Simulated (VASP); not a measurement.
# CoRu5 (P-6m2) in VASP: relaxation of cell and atoms with PBE

Aim: the relaxation of cell and atoms of CoRu5 with PBE.

All numbers are computed with VASP 6.6.1; they aren't measurements. Logs are shortened: lines on timing, memory, paths and dates and some standing lists are left out, and cuts for length are marked.

**1. The cell of the first run**

The structure is hexagonal, space group P-6m2 (No. 187). The conventional cell has a = 2.659 Å, b = 2.659 Å, c = 12.623 Å, α = 90.00°, β = 90.00°, γ = 120.00°. Co (site symmetry -6m2) has 6 Ru at 2.60 Å and 6 Co at 2.66 Å within 3.4 Å. Ru (site symmetry -6m2) has 12 Ru at 2.60 to 2.66 Å within 3.4 Å. Within 3.4 Å of Ru (site symmetry 3m) lie 9 Ru at 2.60 to 2.66 Å and 3 Co at 2.60 Å. Within 3.4 Å of Ru (site symmetry 3m) lie 12 Ru at 2.60 to 2.66 Å.

**2. Relaxation of cell and atoms, PBE, collinear spin, ferromagnetic start**

INCAR

```
SYSTEM = CoRu5
  ALGO = Normal
  EDIFF = 1E-7
  EDIFFG = -0.04
  ENCUT = 600
  GGA = PE
  IBRION = 2
  ISIF = 3
  ISMEAR = 0
  ISPIN = 2
  LASPH = .TRUE.
  LCHARG = .FALSE.
  LMAXMIX = 4
  LORBIT = 11
  LREAL = .FALSE.
  LWAVE = .FALSE.
  MAGMOM = 3 0 0 0 0 0
  NELM = 150
  NSW = 90
  PREC = Accurate
  SIGMA = 0.1
```

KPOINTS

```
k-points
0
G
  6 6 2
  0 0 0
```

POSCAR

```
CoRu5
1.0
    2.6594077000      0.0000000000      0.0000000000
   -1.3297038500      2.3031146200      0.0000000000
    0.0000000000      0.0000000000     12.6231034200
Co Ru
1 5
Direct
    0.6666666700      0.3333333300      0.5000000000
    0.3333333300      0.6666666700      0.0000000000
    0.3333333300      0.6666666700      0.3333333300
    0.3333333300      0.6666666700      0.6666666700
    0.6666666700      0.3333333300      0.1666666700
    0.6666666700      0.3333333300      0.8333333300
```

Potentials or basis: VASP PAW PBE potentials, release 64 (Co, Ru_pv).

Started as:

```console
$ cat potpaw_PBE.64/Co/POTCAR potpaw_PBE.64/Ru_pv/POTCAR > POTCAR
$ mpirun -np 1 vasp_std > vasp.out
```

OUTCAR:

```text
SYSTEM = CoRu5
   EDIFF = 1E-7
   EDIFFG = -0.04
   ENCUT = 600
   GGA = PE
   IBRION = 2
   ISIF = 3
   ISMEAR = 0
   ISPIN = 2
   LASPH = .TRUE.
   LORBIT = 11
   LREAL = .FALSE.
   NELM = 150
   NSW = 90
   PREC = Accurate

 ion  position               nearest neighbor table
   1  0.667  0.333  0.500-   3 2.60   4 2.60   3 2.60   4 2.60   3 2.60   4 2.60
   2  0.333  0.667  0.000-   5 2.60   6 2.60   5 2.60   6 2.60   5 2.60   6 2.60
   3  0.333  0.667  0.333-   5 2.60   5 2.60   5 2.60   1 2.60   1 2.60   1 2.60
   4  0.333  0.667  0.667-   6 2.60   6 2.60   6 2.60   1 2.60   1 2.60   1 2.60
   5  0.667  0.333  0.167-   3 2.60   3 2.60   3 2.60   2 2.60   2 2.60   2 2.60
   6  0.667  0.333  0.833-   4 2.60   4 2.60   4 2.60   2 2.60   2 2.60   2 2.60

  LATTYP: Found a hexagonal cell.
 ALAT       =     2.6594077000
 C/A-ratio  =     4.7465845196

  Lattice vectors:

 A1 = (   2.6594077000,   0.0000000000,   0.0000000000)
 A2 = (  -1.3297038500,   2.3031146200,   0.0000000000)
 A3 = (   0.0000000000,   0.0000000000,  12.6231034200)

Analysis of symmetry for initial positions (statically):
=====================================================================
 Subroutine PRICEL returns:
 Original cell was already a primitive cell.

 Routine SETGRP: Setting up the symmetry group for a
 hexagonal supercell.

 Subroutine GETGRP returns: Found 12 space group operations
 (whereof 12 operations were pure point group operations)
 out of a pool of 24 trial point group operations.

The static configuration has the point symmetry D_3h.

Analysis of symmetry for dynamics (positions and initial velocities):
=====================================================================
 Subroutine PRICEL returns:
 Original cell was already a primitive cell.

 Routine SETGRP: Setting up the symmetry group for a
 hexagonal supercell.

 Subroutine GETGRP returns: Found 12 space group operations
 (whereof 12 operations were pure point group operations)
 out of a pool of 24 trial point group operations.

The dynamic configuration has the point symmetry D_3h.

Analysis of structural, dynamic, and magnetic symmetry:
=====================================================================
 Subroutine PRICEL returns:
 Original cell was already a primitive cell.

 Routine SETGRP: Setting up the symmetry group for a
 hexagonal supercell.

 Subroutine GETGRP returns: Found 12 space group operations
 (whereof 12 operations were pure point group operations)
 out of a pool of 24 trial point group operations.

The overall configuration has the point symmetry D_3h.

 Subroutine INISYM returns: Found 12 space group operations
 (whereof 12 operations are pure point group operations),
[... 117 lines left out ...]
   LORBIT       =     11    0 simple, 1 ext, 2 COOP (PROOUT), +10 PAW based schemes
   GGA     = PE    functional components
   LHFCALC =     F    Hartree Fock is set to
   AEXX    =    0.0000 exact exchange contribution
   IVDW    =     0    specifies the selected vdW correction
   LEPSILON=     F    determine dielectric tensor
   LRPA    =     F    only Hartree local field effects (RPA)
 conjugate gradient relaxation of ions
 spin polarized calculation
 Gauss-broadening in eV      SIGMA  =   0.10
  energy-cutoff  :      600.00
  volume of cell :       77.32
 maximum number of plane-waves:      2607
 NGX is ok and might be reduce to    24
   NGX = 11   NGY = 11   NGZ = 51

--------------------------------------- Ionic step        1  -------------------------------------------

 number of electron      78.9999981 magnetization       1.4173514

 Free energy of the ion-electron system (eV)
  ---------------------------------------------------
  ext. energy  EPLUGINS =         0.00000000
  ---------------------------------------------------
  free energy    TOTEN  =       -52.60824037 eV

  energy without entropy =      -52.58017124  energy(sigma->0) =      -52.59420581

------------------------ aborting loop because EDIFF is reached ----------------------------------------

  FORCE on cell =-STRESS in cart. coord.  units (eV):
  Direction    XX          YY          ZZ          XY          YZ          ZX
  --------------------------------------------------------------------------------------
  -------------------------------------------------------------------------------------
  Total        7.4428902      7.4428902      4.6461890      0.0000000     -0.0000000      0.0000000
  in kB      154.2359394    154.2359384     96.2810543      0.0000000     -0.0000000      0.0000000
  external PRESSURE =     134.9176440 kB  Pullay stress =       0.0000000 kB
[... 267 lines left out ...]
--------------------------------------- Ionic step        8  -------------------------------------------

 number of electron      78.9999999 magnetization       1.3243173

 Free energy of the ion-electron system (eV)
  ---------------------------------------------------
  ext. energy  EPLUGINS =         0.00000000
  ---------------------------------------------------
  free energy    TOTEN  =       -52.81161818 eV

  energy without entropy =      -52.78335384  energy(sigma->0) =      -52.79748601

 E-fermi :  12.2934     XC(G=0): -13.8993

 val. band max:       12.2901211658   @ k =   0.3333   0.0000   0.5000
 cond. band min:      12.3198318380   @ k =   0.3333   0.0000   0.0000
 fundamental gap:      0.0297106722
 Fermi energy:        12.2933547275

 spin component 1

 k-point     1 :       0.0000    0.0000    0.0000
  band No.  band energies     occupation
      1     -31.4020      1.00000
      2     -31.1965      1.00000
      3     -30.8757      1.00000
      4     -30.5874      1.00000
      5     -30.5719      1.00000
      6     -30.5719      1.00000
[... 717 lines left out ...]
     48      18.6292      0.00000
     49      19.4940      0.00000
 Fermi energy:        12.2933547275

 spin component 2

 k-point     1 :       0.0000    0.0000    0.0000
  band No.  band energies     occupation
      1     -31.4168      1.00000
      2     -31.1846      1.00000
      3     -30.8757      1.00000
      4     -30.5988      1.00000
      5     -30.5988      1.00000
      6     -30.5698      1.00000
[... 750 lines left out ...]
  FREE ENERGIE OF THE ION-ELECTRON SYSTEM (eV)
  ---------------------------------------------------
  free  energy   TOTEN  =       -52.8116181782 eV

  energy  without entropy=      -52.7833538413  energy(sigma->0) =      -52.79748601

 reached required accuracy - stopping structural energy minimisation

 total charge

# of ion       s       p       d       tot
------------------------------------------
    1        0.458   0.473   7.233   8.164
    2        0.405   6.309   5.939  12.653
    3        0.405   6.302   5.937  12.644
    4        0.405   6.302   5.937  12.644
    5        0.407   6.314   5.949  12.669
    6        0.407   6.314   5.949  12.669
--------------------------------------------------
tot          2.486  32.013  36.943  71.443

 magnetization (x)

# of ion       s       p       d       tot
------------------------------------------
    1        0.004  -0.011   1.354   1.347
    2       -0.000  -0.000  -0.064  -0.064
    3       -0.002  -0.006   0.045   0.037
    4       -0.002  -0.006   0.045   0.037
    5       -0.001   0.001  -0.001  -0.002
    6       -0.001   0.001  -0.001  -0.002
--------------------------------------------------
tot         -0.003  -0.023   1.378   1.352
```

OSZICAR:

```text
N       E                     dE             d eps       ncg     rms          rms(c)
DAV:   1     0.109089476723E+04    0.10909E+04   -0.49029E+04  2752   0.211E+03
DAV:   2     0.464727186261E+01   -0.10862E+04   -0.10477E+04  2887   0.608E+02
DAV:   3    -0.548873534621E+02   -0.59535E+02   -0.54316E+02  2932   0.148E+02
DAV:   4    -0.576202685028E+02   -0.27329E+01   -0.26234E+01  3420   0.276E+01
[... 145 lines left out ...]
DAV:   7    -0.528116457038E+02   -0.18126E-05   -0.30053E-04  3280   0.176E-01    0.575E-02
DAV:   8    -0.528116168736E+02    0.28830E-04   -0.87705E-05  3227   0.970E-02    0.163E-02
DAV:   9    -0.528116183996E+02   -0.15260E-05   -0.10060E-05  3883   0.268E-02    0.886E-03
DAV:  10    -0.528116181768E+02    0.22274E-06   -0.19229E-06  3736   0.130E-02    0.211E-03
DAV:  11    -0.528116181782E+02   -0.13970E-08   -0.12854E-07  1589   0.327E-03
   8 F= -.52811618E+02 E0= -.52797486E+02  d E =-.162827E-01  mag=     1.3243
```

CONTCAR:

```text
CoRu5
   1.00000000000000
     2.7102040270728764    0.0000000000000000    0.0000000000000000
    -1.3551020135364382    2.3471055292522824   -0.0000000000000000
     0.0000000000000000   -0.0000000000000000   12.6113973858977992
  Co              Ru
     1     5
Direct
     0.6666666699999979    0.3333333300000021    0.5000000000000000
     0.3333333300000021    0.6666666699999979    0.0000000000000000
     0.3333333300000021    0.6666666699999979    0.3385186179156691
     0.3333333300000021    0.6666666699999979    0.6614813820843308
     0.6666666699999979    0.3333333300000021    0.1706318859272593
     0.6666666699999979    0.3333333300000021    0.8293681140727407

  0.00000000E+00  0.00000000E+00  0.00000000E+00
  0.00000000E+00  0.00000000E+00  0.00000000E+00
  0.00000000E+00  0.00000000E+00  0.00000000E+00
  0.00000000E+00  0.00000000E+00  0.00000000E+00
  0.00000000E+00  0.00000000E+00  0.00000000E+00
  0.00000000E+00  0.00000000E+00  0.00000000E+00
```

Wall time 15 min (1 thread of AMD EPYC 9R45 (Zen 5), shared host); peak memory 0.32 GiB.

Results:

```yaml
Free_energy: -52.8116 eV
Relaxed_volume: 13.37 Å³/atom
Relaxed_cell: a = 2.710 Å, b = 2.710 Å, c = 12.611 Å, α = 90.00°, β = 90.00°, γ = 120.00°
Space_group_after_relaxing_to_0.1_Å: P-6m2 (No. 187)
Energy_gained_by_relaxing: 33.9 meV/atom
Ionic_steps: 8
Pressure_after_relaxing: 0.1 GPa
Largest_force_after_relaxing: 0.005 eV/Å
Net_moment: 1.32 μB per cell
Site_moments: Co +1.35; Ru -0.06, +0.04, -0.00 (each value once) μB
Valence_electrons_inside_the_program's_atomic_spheres: Co 8.16; Ru 12.65, 12.64, 12.67 (each value once)
```

Forces in eV/Å, atoms in the order of the input:
```
Co   0.000  0.000  0.000
Ru   0.000  0.000  0.000
Ru   0.000  0.000  0.005
Ru   0.000  0.000 -0.005
Ru   0.000  0.000  0.002
Ru   0.000  0.000 -0.002
```

Stress tensor (GPa, compression positive):
```
 0.09  0.00  0.00
 0.00  0.09  0.00
 0.00  0.00 -0.02
```

Step by step:
```
step  energy change (eV)  largest force (eV/Å)  pressure (GPa)  volume (Å³)
   1              0.0000                0.7173           13.49        77.32
   2              0.6640                0.2675          -25.09        90.09
   3             -0.1555                0.3537           -1.38        80.94
   4             -0.1558                0.3659           -0.89        80.79
   5             -0.1833                0.3265           -0.33        80.53
   6             -0.1871                0.3035            0.01        80.41
   7             -0.2024                0.0753            0.02        80.27
   8             -0.2034                0.0045            0.06        80.22
```

Final structure:
```cif
data_structure
_symmetry_space_group_name_H-M 'P 1'
_symmetry_Int_Tables_number 1
_cell_length_a 2.7102
_cell_length_b 2.7102
_cell_length_c 12.6114
_cell_angle_alpha 90.000
_cell_angle_beta 90.000
_cell_angle_gamma 120.000
_cell_volume 80.22
loop_
_atom_site_label
_atom_site_type_symbol
_atom_site_fract_x
_atom_site_fract_y
_atom_site_fract_z
_atom_site_occupancy
Co1 Co 0.66667 0.33333 0.50000 1
Ru1 Ru 0.33333 0.66667 0.00000 1
Ru2 Ru 0.33333 0.66667 0.33852 1
Ru3 Ru 0.33333 0.66667 0.66148 1
Ru4 Ru 0.66667 0.33333 0.17063 1
Ru5 Ru 0.66667 0.33333 0.82937 1
```

Levels at points of the mesh, in eV from the Fermi level:
Spin up:
```csv
k point,band 35,band 36,band 37,band 38,band 39,band 40,band 41,band 42,band 43,band 44
"(0.00, 0.00, 0.00)",-2.05,-2.05,-1.76,-1.76,-1.62,-1.53,-0.82,-0.82,-0.40,-0.40
"(0.50, 0.00, 0.00)",-1.02,-0.47,0.17,0.60,1.21,1.30,1.38,1.49,1.52,1.53
"(0.00, 0.00, 0.50)",-2.25,-2.19,-2.19,-1.56,-1.56,-1.14,-1.14,-0.15,-0.15,0.14
"(0.50, 0.00, 0.50)",-0.70,-0.46,-0.23,0.29,0.68,1.19,1.33,1.47,1.53,1.64
```
Spin down:
| k point | band 34 | band 35 | band 36 | band 37 | band 38 | band 39 | band 40 | band 41 | band 42 | band 43 |
| --- | --- | --- | --- | --- | --- | --- | --- | --- | --- | --- |
| (0.00, 0.00, 0.00) | -1.73 | -1.55 | -1.43 | -1.43 | -1.21 | -1.21 | -1.02 | -0.35 | -0.35 | -0.24 |
| (0.50, 0.00, 0.00) | -0.78 | -0.04 | 0.11 | 0.60 | 1.20 | 1.29 | 1.38 | 1.44 | 1.52 | 1.60 |
| (0.00, 0.00, 0.50) | -2.22 | -1.36 | -1.36 | -1.21 | -0.99 | -0.99 | -0.92 | -0.92 | 0.22 | 0.25 |
| (0.50, 0.00, 0.50) | -0.46 | -0.21 | 0.20 | 0.35 | 0.54 | 0.94 | 1.21 | 1.37 | 1.47 | 1.53 |

Caveat: the k points lie up to 0.45 Å⁻¹ apart in the final cell.
